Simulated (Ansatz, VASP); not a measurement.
One calculation of GaBiTe2Se, two programs

File INCAR:

```
SYSTEM = GaBiTe2Se
PREC = Accurate
ENCUT = 600
EDIFF = 1E-6
ISMEAR = 0
SIGMA = 0.1
LREAL = .False.
LASPH = .True.
NELM = 100
ALGO = Normal
ISIF = 3
LWAVE = .False.
LCHARG = .False.
GGA = PE
IBRION = 2
NSW = 90
EDIFFG = -0.04
```

File KPOINTS:

```
Automatic mesh
0
Gamma
  6 6 2
  0 0 0
```

File POSCAR:

```
GaBiTe2Se
1.0
    4.3399799600      0.0000000000      0.0000000000
   -2.1699899800      3.7585329000      0.0000000000
    0.0000000000      0.0000000000     10.0704663900
Ga Bi Te Se
1 1 2 1
Direct
    0.3333333300      0.6666666700      0.5000000000
    0.6666666700      0.3333333300      0.0000000000
    0.6666666700      0.3333333300      0.5000000000
    0.3333333300      0.6666666700      0.0000000000
    0.0000000000      0.0000000000      0.5000000000
```

Input for Ansatz:

```yaml
crystal:
  lattice:
    - [4.33997996, 0.0, 0.0]
    - [-2.16998998, 3.7585329, 0.0]
    - [0.0, 0.0, 10.07046639]
  atoms:
    - { symbol: Ga, position: [0.33333333, 0.66666667, 0.5] }
    - { symbol: Bi, position: [0.66666667, 0.33333333, 0.0] }
    - { symbol: Te, position: [0.66666667, 0.33333333, 0.5] }
    - { symbol: Te, position: [0.33333333, 0.66666667, 0.0] }
    - { symbol: Se, position: [0.0, 0.0, 0.5] }
basis:
  ecutwfc: 420
kpoints:
  mp_grid: { grid: [6, 6, 2] }
hamiltonian:
  xc: pbe
scf:
  occupations: { method: gaussian, width: 0.1 }
  lower_state_search: "off"
output:
  forces: true
  stress: true
  eigenvalues: true
relax:
  adjacent_minimum: "off"
  f_tol: 0.04
  max_steps: 70
  cell: { stress_tol: 0.4 }
```

Alike in both runs: task relaxation of cell and atoms; functional PBE; k mesh 6 × 6 × 2; occupations gaussian, width 0.1 eV; no spin polarisation.

```csv
,VASP,Ansatz
version,VASP 6.6.1,Ansatz 0.2.0
potentials or method,"VASP PAW PBE potentials, release 64 (Ga_d, Bi_d, Te, Se), cutoff 600 eV","scalar-relativistic, plane waves, PAW"
valence electrons in the cell,46,76
```

VASP gave:

| Item | Value |
| --- | --- |
| gap on the k mesh at the Fermi level, each at its own relaxed structure (eV) | none |
| relaxed volume (Å³/atom) | 31.46 |
| relaxed cell length with the largest relative difference (Å) | 5.257 |

Q: What did Ansatz give for the same quantities?

A: gap on the k mesh at the Fermi level, each at its own relaxed structure (eV): none; relaxed volume (Å³/atom): 31.53; relaxed cell length with the largest relative difference (Å): 5.267.

A gap of «none» marks a metal or a gap that the smearing closes. VASP's potentials hold 46 valence electrons a cell and Ansatz's 76, so a difference there can come from the potentials and not from the codes.

Spin-orbit coupling is off throughout.
